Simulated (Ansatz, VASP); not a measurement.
**Two plane-wave programs on P**

```xyz
2
Lattice="2.4473 0.0000 0.0000 0.0000 2.4473 0.0000 0.0000 0.0000 4.8799" Properties=species:S:1:pos:R:3 pbc="T T T"
P     0.0000    0.0000    3.6599
P     0.0000    0.0000    1.2200
```

Change from the starting cell: the structure that the rattled cell fell into.

Alike in both runs: functional PBE; k mesh 22 × 22 × 12; occupations gaussian, width 0.1 eV; no spin polarisation.

Ansatz relaxed the structure, and its values are those at the end. VASP's run is a single point on that final structure, the one shown.

|  | VASP | Ansatz |
| --- | --- | --- |
| version | VASP 6.6.1 | Ansatz 0.2.0 |
| potentials or method | VASP PAW PBE potentials, release 64 (P), cutoff 520 eV | scalar-relativistic, plane waves, PAW |
| valence electrons in the cell | 10 | 10 |

|  | VASP | Ansatz | Ansatz less VASP |
| --- | --- | --- | --- |
| gap on the k mesh at the Fermi level (eV) | none | none | - |
| pressure (GPa) | -0.3 | 0.0 | +0.27 |

A gap of «none» marks a metal or a gap that the smearing closes.
